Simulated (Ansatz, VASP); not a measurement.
**TiCo in VASP and in Ansatz**

```
Ti Co
1.0
     2.98744    0.00000    0.00000
     0.00000    2.98744    0.00000
     0.00000    0.00000    2.98744
Ti Co
1 1
Direct
  0.00000 0.00000 0.00000
  0.50000 0.50000 0.50000
```

Alike in both runs: task single point; functional r2SCAN; k mesh 16 × 16 × 16; occupations gaussian, width 0.05 eV; no spin polarisation.

|  | VASP | Ansatz |
| --- | --- | --- |
| version | VASP 6.6.1 | Ansatz 0.2.0 |
| potentials or method | VASP PAW PBE potentials, release 64 (Ti_sv, Co), cutoff 520 eV | scalar-relativistic, plane waves, PAW |
| valence electrons in the cell | 21 | 29 |

|  | VASP | Ansatz | Ansatz less VASP |
| --- | --- | --- | --- |
| gap on the k mesh at the Fermi level (eV) | none | none | - |
| pressure (GPa) | -6.2 | -6.7 | -0.47 |

VASP's potentials were made for PBE, not for r2SCAN. A gap of «none» marks a metal or a gap that the smearing closes. VASP's potentials hold 21 valence electrons a cell and Ansatz's 29, so a difference there can come from the potentials and not from the codes.
